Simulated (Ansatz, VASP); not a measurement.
# Si in VASP and in Ansatz

Contents of POSCAR:

```
Si
1.0
    2.7691764586      0.0000000000      0.0000000000
   -1.3845882293      2.3981771607      0.0000000000
    0.0000000000      0.0000000000      9.0441303138
Si
4
Direct
    0.0000000000      0.0000000000      0.0000000000
    0.0000000000      0.0000000000      0.5000000000
    0.3333333333      0.6666666667      0.2500000000
    0.6666666667      0.3333333333      0.7500000000
```

File INCAR.step1:

```
PREC     = Accurate       # precision mode
ENCUT    = 600            # plane-wave cutoff, eV
ISMEAR   = -1             # smearing method
SIGMA    = 0.1            # smearing width, eV
LREAL    = F              # projectors in reciprocal space
LASPH    = T              # aspherical terms in the spheres
NELM     = 60             # most SCF steps
GGA      = PE             # functional
ALGO     = Normal         # electronic algorithm
EDIFF    = 1E-4           # SCF threshold, eV
LWAVE    = T              # write WAVECAR
LCHARG   = F              # write CHGCAR
```

Contents of INCAR.step2:

```
PREC     = Accurate       # precision mode
ENCUT    = 600            # plane-wave cutoff, eV
EDIFF    = 1E-6           # SCF threshold, eV
ISMEAR   = -1             # smearing method
SIGMA    = 0.1            # smearing width, eV
LREAL    = F              # projectors in reciprocal space
LASPH    = T              # aspherical terms in the spheres
NELM     = 60             # most SCF steps
ALGO     = Normal         # electronic algorithm
ISIF     = 3              # what is computed and relaxed
LWAVE    = F              # write WAVECAR
LCHARG   = F              # write CHGCAR
METAGGA  = R2SCAN         # meta-GGA
LMIXTAU  = T            
IBRION   = 2              # ionic algorithm
NSW      = 80             # ionic steps
EDIFFG   = -0.01          # ionic threshold
ISTART   = 1
```

File KPOINTS:

```
Automatic mesh
0
Gamma
  13 13 4
```

Input for Ansatz:

```yaml
crystal:
  lattice:
    - [2.7691764586, 0.0, 0.0]
    - [-1.3845882293, 2.3981771607, 0.0]
    - [0.0, 0.0, 9.0441303138]
  atoms:
    - { symbol: Si, position: [0.0, 0.0, 0.0] }
    - { symbol: Si, position: [0.0, 0.0, 0.5] }
    - { symbol: Si, position: [0.3333333333, 0.6666666667, 0.25] }
    - { symbol: Si, position: [0.6666666667, 0.3333333333, 0.75] }
hamiltonian:
  xc: r2scan
  pseudopotentials:
    kind: paw
    azcp:
      Si: "pseudopotentials/Si.paw.azcp"
basis:
  ecutwfc: 500
  fft_grid_basis: typed
kpoints:
  mp_grid: { grid: [13, 13, 4], shift: [0, 0, 0] }
magnetization:
  spin_polarized: false
scf:
  occupations: { method: fermi_dirac, width: 0.1 }
relax:
  max_steps: 60
  f_tol: 0.01
  cell: {}
output:
  write_density: true
  write_potential: true
  elf: true
  volumetric_format: npy
```

Alike in both runs: task relaxation of cell and atoms; functional r2SCAN; k mesh 13 × 13 × 4; occupations fermi-dirac, width 0.1 eV; no spin polarisation.

```csv
,VASP,Ansatz
version,VASP 6.6.1,Ansatz 0.2.0
potentials or method,"VASP PAW PBE potentials, release 64 (Si), cutoff 600 eV","plane waves (500 eV) with PAW, scalar-relativistic"
valence electrons in the cell,16,16
```

Ansatz gave:

* relaxed volume (Å³/atom): 13.77
* relaxed cell length with the largest relative difference (Å): 8.887

What did VASP give for the same quantities?

Relaxed volume (Å³/atom): 13.77; relaxed cell length with the largest relative difference (Å): 8.886.

VASP's potentials were made for PBE, not for r2SCAN.

Noted on VASP's run: too few bands were computed for a metal, which touches its energy and stress.
